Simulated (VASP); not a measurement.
# SiC (P6_3mc) in VASP: further runs

The runs below take SiC through single point, relaxation of cell and atoms, with PBE+D3(BJ).

Program: VASP 6.6.1. These are calculated values, not measurements. Logs are shortened: lines on timing, memory, paths and dates and some standing lists are left out, and cuts for length are marked.

**1. The cell of the first run**

Symmetry: P6_3mc, No. 186, hexagonal system. The conventional cell has a = 3.073 Å, b = 3.073 Å, c = 15.079 Å, α = 90.00°, β = 90.00°, γ = 120.00°. Within 2.5 Å of Si (site symmetry 3m) lie 4 C at 1.88 to 1.89 Å. Within 2.5 Å of Si (site symmetry 3m) lie 4 C at 1.88 Å. Si (site symmetry 3m) has 4 C at 1.88 Å within 2.5 Å. C (site symmetry 3m) has 4 Si at 1.88 to 1.89 Å within 2.5 Å. C (site symmetry 3m) has 4 Si at 1.88 Å within 2.5 Å. Within 2.5 Å of C (site symmetry 3m) lie 4 Si at 1.88 Å.

**2. Single point, PBE+D3(BJ)**

File INCAR:

```
SYSTEM = SiC
ALGO     = Normal         ! electronic algorithm
EDIFF    = 1E-6           ! SCF threshold, eV
ENCUT    = 520            ! plane-wave cutoff, eV
GGA      = PE             ! functional
ISIF     = 2              ! what is computed and relaxed
ISMEAR   = 0              ! smearing method
IVDW     = 12             ! dispersion correction
LASPH    = .TRUE.         ! aspherical terms in the spheres
LCHARG   = .FALSE.        ! write CHGCAR
LREAL    = .FALSE.        ! projectors in reciprocal space
LWAVE    = .FALSE.        ! write WAVECAR
NBANDS   = 36             ! bands
NELM     = 60             ! most SCF steps
PREC     = Accurate       ! precision mode
SIGMA    = 0.02           ! smearing width, eV
```

File KPOINTS:

```
k-points
0
G
  12 12 2
  0 0 0
```

File POSCAR:

```
SiC
1.0
    3.0731337775      0.0000000000      0.0000000000
   -1.5365668888      2.6614119205      0.0000000000
    0.0000000000      0.0000000000     15.0787028652
Si C
6 6
Direct
    0.0000000000      0.0000000000      0.1250287987
    0.0000000000      0.0000000000      0.6250287987
    0.3333333333      0.6666666667      0.2918191928
    0.6666666667      0.3333333333      0.7918191928
    0.3333333333      0.6666666667      0.9583134218
    0.6666666667      0.3333333333      0.4583134218
    0.0000000000      0.0000000000     -0.0003070527
    0.0000000000      0.0000000000      0.4996929473
    0.3333333333      0.6666666667      0.1668274463
    0.6666666667      0.3333333333      0.6668274463
    0.3333333333      0.6666666667      0.8333181930
    0.6666666667      0.3333333333      0.3333181930
```

Potentials or basis: VASP PAW PBE potentials, release 64 (Si, C).

Started as:

```sh
$ cat potpaw_PBE.64/Si/POTCAR potpaw_PBE.64/C/POTCAR > POTCAR
$ mpirun -np 1 vasp_std > vasp.out
```

OUTCAR:

```text
SYSTEM = SiC
   EDIFF = 1E-6
   ENCUT = 520
   GGA = PE
   ISIF = 2
   ISMEAR = 0
   IVDW = 12
   LASPH = .TRUE.
   LREAL = .FALSE.
   NELM = 60
   PREC = Accurate
 IVDW          = 12

 ion  position               nearest neighbor table
   1  0.000  0.000  0.125-   9 1.88   9 1.88   9 1.88   7 1.89   5 3.08   5 3.08   5 3.08   3 3.08
                             3 3.08   3 3.08
   2  0.000  0.000  0.625-  10 1.88  10 1.88  10 1.88   8 1.89   6 3.08   6 3.08   6 3.08   4 3.08
                             4 3.08   4 3.08
   3  0.333  0.667  0.292-  12 1.88  12 1.88  12 1.88   9 1.88   6 3.07   6 3.07   6 3.07   1 3.08
                             1 3.08   1 3.08
   4  0.667  0.333  0.792-  11 1.88  11 1.88  11 1.88  10 1.88   5 3.07   5 3.07   5 3.07   2 3.08
                             2 3.08   2 3.08
   5  0.333  0.667  0.958-   7 1.88   7 1.88   7 1.88  11 1.88   4 3.07   4 3.07   4 3.07   1 3.08
                             1 3.08   1 3.08
   6  0.667  0.333  0.458-   8 1.88   8 1.88   8 1.88  12 1.88   3 3.07   3 3.07   3 3.07   2 3.08
                             2 3.08   2 3.08
   7  0.000  0.000  1.000-   5 1.88   5 1.88   5 1.88   1 1.89
   8  0.000  0.000  0.500-   6 1.88   6 1.88   6 1.88   2 1.89
   9  0.333  0.667  0.167-   1 1.88   1 1.88   1 1.88   3 1.88
  10  0.667  0.333  0.667-   2 1.88   2 1.88   2 1.88   4 1.88
  11  0.333  0.667  0.833-   4 1.88   4 1.88   4 1.88   5 1.88
  12  0.667  0.333  0.333-   3 1.88   3 1.88   3 1.88   6 1.88

  LATTYP: Found a hexagonal cell.
 ALAT       =     3.0731337775
 C/A-ratio  =     4.9066210445

  Lattice vectors:

 A1 = (   3.0731337775,   0.0000000000,   0.0000000000)
 A2 = (  -1.5365668888,   2.6614119205,   0.0000000000)
 A3 = (   0.0000000000,   0.0000000000,  15.0787028652)

Analysis of symmetry for initial positions (statically):
=====================================================================
 Subroutine PRICEL returns:
 Original cell was already a primitive cell.

 Routine SETGRP: Setting up the symmetry group for a
 hexagonal supercell.

 Subroutine GETGRP returns: Found 12 space group operations
 (whereof  6 operations were pure point group operations)
 out of a pool of 24 trial point group operations.

The static configuration has the point symmetry C_3v.
 The point group associated with its full space group is C_6v.

Analysis of symmetry for dynamics (positions and initial velocities):
=====================================================================
 Subroutine PRICEL returns:
 Original cell was already a primitive cell.

 Routine SETGRP: Setting up the symmetry group for a
 hexagonal supercell.

 Subroutine GETGRP returns: Found 12 space group operations
 (whereof  6 operations were pure point group operations)
 out of a pool of 24 trial point group operations.

The dynamic configuration has the point symmetry C_3v.
 The point group associated with its full space group is C_6v.

 Subroutine INISYM returns: Found 12 space group operations
 (whereof  6 operations are pure point group operations),
 and found     1 'primitive' translations

----------------------------------------------------------------------------------------

                                     Primitive cell

  volume of cell :     123.3268

  direct lattice vectors                    reciprocal lattice vectors
     3.073133777  0.000000000  0.000000000     0.325400738  0.187870204  0.000000000
    -1.536566889  2.661411920  0.000000000     0.000000000  0.375740408  0.000000000
     0.000000000  0.000000000 15.078702865     0.000000000  0.000000000  0.066318702

  length of vectors
     3.073133777  3.073133777 15.078702865     0.375740408  0.375740408  0.066318702

  position of ions in fractional coordinates (direct lattice)
     0.000000000  0.000000000  0.125028799
     0.000000000  0.000000000  0.625028799
     0.333333333  0.666666667  0.291819193
     0.666666667  0.333333333  0.791819193
     0.333333333  0.666666667  0.958313422
     0.666666667  0.333333333  0.458313422
     0.000000000  0.000000000  0.999692947
     0.000000000  0.000000000  0.499692947
     0.333333333  0.666666667  0.166827446
     0.666666667  0.333333333  0.666827446
     0.333333333  0.666666667  0.833318193
     0.666666667  0.333333333  0.333318193

  ion indices of the primitive-cell ions
   primitive index   ion index
                 1           1
                 2           2
                 3           3
                 4           4
                 5           5
                 6           6
                 7           7
                 8           8
                 9           9
                10          10
                11          11
                12          12

----------------------------------------------------------------------------------------

 KPOINTS: k-points

Automatic generation of k-mesh.
 Grid dimensions read from file:
 generate k-points for:   12   12    2

 Generating k-lattice:

  Cartesian coordinates                     Fractional coordinates (reciprocal lattice)
     0.027116728  0.015655850  0.000000000     0.083333333  0.000000000  0.000000000
     0.000000000  0.031311701  0.000000000     0.000000000  0.083333333  0.000000000
     0.000000000  0.000000000  0.033159351     0.000000000  0.000000000  0.500000000

  Length of vectors
     0.031311701  0.031311701  0.033159351

  Shift w.r.t. Gamma in fractional coordinates (k-lattice)
     0.000000000  0.000000000  0.000000000

 Subroutine IBZKPT returns following result:
 ===========================================

 Found     38 irreducible k-points:

 Following reciprocal coordinates:
            Coordinates               Weight
  0.000000  0.000000  0.000000      1.000000
  0.083333  0.000000  0.000000      6.000000
  0.166667  0.000000  0.000000      6.000000
  0.250000  0.000000  0.000000      6.000000
  0.333333  0.000000  0.000000      6.000000
  0.416667 -0.000000  0.000000      6.000000
[... 16 lines left out ...]
  0.250000  0.000000  0.500000      6.000000
  0.333333  0.000000  0.500000      6.000000
 [... further k-points ...]
   k-points           NKPTS =     38   k-points in BZ     NKDIM =     38   number of bands    NBANDS=     36
   number of dos      NEDOS =    301   number of ions     NIONS =     12
   total plane-waves  NPLWV =  64512
   dimension x,y,z NGX =    24 NGY =   24 NGZ =  112
   dimension x,y,z NGXF=    48 NGYF=   48 NGZF=  224
   ions per type =               6   6
   NGX,Y,Z   is equivalent  to a cutoff of  12.98, 12.98, 12.35 a.u.
   NGXF,Y,Z  is equivalent  to a cutoff of  25.97, 25.97, 24.70 a.u.
 SYSTEM =  SiC
   PREC   = accura    normal or accurate (medium, high low for compatibility)
   ISTART =      0    job   : 0-new  1-cont  2-samecut
   ICHARG =      2    charge: 1-file 2-atom 10-const
   ISPIN  =      1    spin polarized calculation?
   LNONCOLLINEAR =      F non collinear calculations
   LSORBIT =      F    spin-orbit coupling
   LASPH  =      T    aspherical Exc in radial PAW
   ENCUT  =  520.0 eV  38.22 Ry    6.18 a.u.   5.71  5.71 28.04*2*pi/ulx,y,z
   NELM   =     60;   NELMIN=  2; NELMDL= -5     # of ELM steps
   EDIFF  = 0.1E-05   stopping-criterion for ELM
   LREAL  =      F    real-space projection
   EDIFFG = 0.1E-04   stopping-criterion for IOM
   NSW    =      0    number of steps for IOM
   IBRION =     -1    ionic relax: 0-MD 1-quasi-New 2-CG
   NFREE  =      0    steps in history (QN), initial steepest desc. (CG)
   ISIF   =      2    stress and relaxation
   ISYM   =      2    0-nonsym 1-usesym 2-fastsym
   POTIM  = 0.5000    time-step for ionic-motion
   TEBEG  =    0.0;   TEEND  =   0.0 temperature during run
   PSTRESS=    0.0 pullay stress
   NELECT =      48.0000    total number of electrons
   NUPDOWN=      -1.0000    fix difference up-down
   EMIN   =  10.00;   EMAX   =-10.00  energy-range for DOS
   EFERMI =   0.00;   METHOD = LEGACY
   ISMEAR =     0;   SIGMA  =   0.02  broadening in eV -4-tet -1-fermi 0-gaus
   EFERMI_NEDOS =   21; number of points for ismear=-14 and -15
   IALGO  =     38    algorithm
   IMIX   =      4    mixing-type and parameters
     AMIX     =   0.40;   BMIX     =  1.00
     AMIX_MAG =   1.60;   BMIX_MAG =  1.00
  volume/ion in A,a.u.               =      10.28        69.35
  Fermi-wavevector in a.u.,A,eV,Ry     =   1.195279  2.258750 19.438543  1.428693
  Thomas-Fermi vector in A             =   2.331249
   LORBIT       =      0    0 simple, 1 ext, 2 COOP (PROOUT), +10 PAW based schemes
   GGA     = PE    functional components
   LHFCALC =     F    Hartree Fock is set to
   AEXX    =    0.0000 exact exchange contribution
   IVDW    =    12    specifies the selected vdW correction
   LEPSILON=     F    determine dielectric tensor
   LRPA    =     F    only Hartree local field effects (RPA)
 non-spin polarized calculation
 Gauss-broadening in eV      SIGMA  =   0.02
  energy-cutoff  :      520.00
  volume of cell :      123.33
 maximum number of plane-waves:      3340
 NGX is ok and might be reduce to    24
   NGX = 11   NGY = 11   NGZ = 57

 number of electron      47.9999998 magnetization

 Free energy of the ion-electron system (eV)
  ---------------------------------------------------
  ext. energy  EPLUGINS =         0.00000000
  ---------------------------------------------------
  free energy    TOTEN  =       -90.33533619 eV

  energy without entropy =      -90.33533619  energy(sigma->0) =      -90.33533619

 E-fermi :   8.3485     XC(G=0): -11.3836

 val. band max:        8.2280638131   @ k =   0.0000   0.0000   0.0000
 cond. band min:      10.2517805764   @ k =   0.5000   0.0000   0.0000
 fundamental gap:      2.0237167633
 Fermi energy:         8.3484850066

 k-point     1 :       0.0000    0.0000    0.0000
  band No.  band energies     occupation
      1      -7.2810      2.00000
      2      -6.7567      2.00000
      3      -6.7207      2.00000
      4      -5.2176      2.00000
      5      -5.1890      2.00000
      6      -3.6896      2.00000
[... 925 lines left out ...]
     35      16.1686      0.00000
     36      16.1686      0.00000

 [... further k-points ...]

------------------------ aborting loop because EDIFF is reached ----------------------------------------

 Edisp (eV)   -3.63559

 E8    (eV) :    -1.3657

  FORCE on cell =-STRESS in cart. coord.  units (eV):
  Direction    XX          YY          ZZ          XY          YZ          ZX
  --------------------------------------------------------------------------------------
  -------------------------------------------------------------------------------------
  Total      -0.04848    -0.04848    -0.04443     0.00000     0.00000     0.00000
  in kB      -0.62978    -0.62978    -0.57715     0.00000     0.00000     0.00000
  external pressure =       -0.61 kB  Pullay stress =        0.00 kB

 VOLUME and BASIS-vectors are now :
 -----------------------------------------------------------------------------
  energy-cutoff  :      520.00
  volume of cell :      123.33
      direct lattice vectors                 reciprocal lattice vectors
     3.073133777  0.000000000  0.000000000     0.325400738  0.187870204  0.000000000
    -1.536566889  2.661411920  0.000000000     0.000000000  0.375740408  0.000000000
     0.000000000  0.000000000 15.078702865     0.000000000  0.000000000  0.066318702

 POSITION                                       TOTAL-FORCE (eV/Angst)
 -----------------------------------------------------------------------------------
      0.00000      0.00000      1.88527         0.000000     -0.000000      0.001340
      0.00000      0.00000      9.42462         0.000000     -0.000000      0.001340
     -0.00000      1.77427      4.40025        -0.000000      0.000000     -0.000326
      1.53657      0.88714     11.93961         0.000000     -0.000000     -0.000326
     -0.00000      1.77427     14.45012         0.000000     -0.000000     -0.000838
      1.53657      0.88714      6.91077         0.000000     -0.000000     -0.000838
      0.00000      0.00000     15.07407         0.000000      0.000000     -0.000267
      0.00000      0.00000      7.53472        -0.000000      0.000000     -0.000267
     -0.00000      1.77427      2.51554         0.000000     -0.000000      0.000211
      1.53657      0.88714     10.05489        -0.000000      0.000000      0.000211
     -0.00000      1.77427     12.56536        -0.000000      0.000000     -0.000120
      1.53657      0.88714      5.02601         0.000000     -0.000000     -0.000120
 -----------------------------------------------------------------------------------
    total drift:                               -0.000000     -0.000000      0.000204

  FREE ENERGIE OF THE ION-ELECTRON SYSTEM (eV)
  ---------------------------------------------------
  free  energy   TOTEN  =       -93.9709264007 eV

  energy  without entropy=      -93.9709264007  energy(sigma->0) =      -93.97092640
```

It took 2.2 min on 1 thread of Intel Xeon Platinum 8488C (Sapphire Rapids), shared host; peak memory 0.3 GiB.

What came out:

```yaml
Free_energy: -93.9709 eV
Pressure: -0.1 GPa
Band_gap_on_the_k_mesh: 2.02 eV, indirect (least direct gap 3.12 eV)
Dispersion_energy_per_atom: -0.303 eV
```

(Continued in part 2 of 2.)
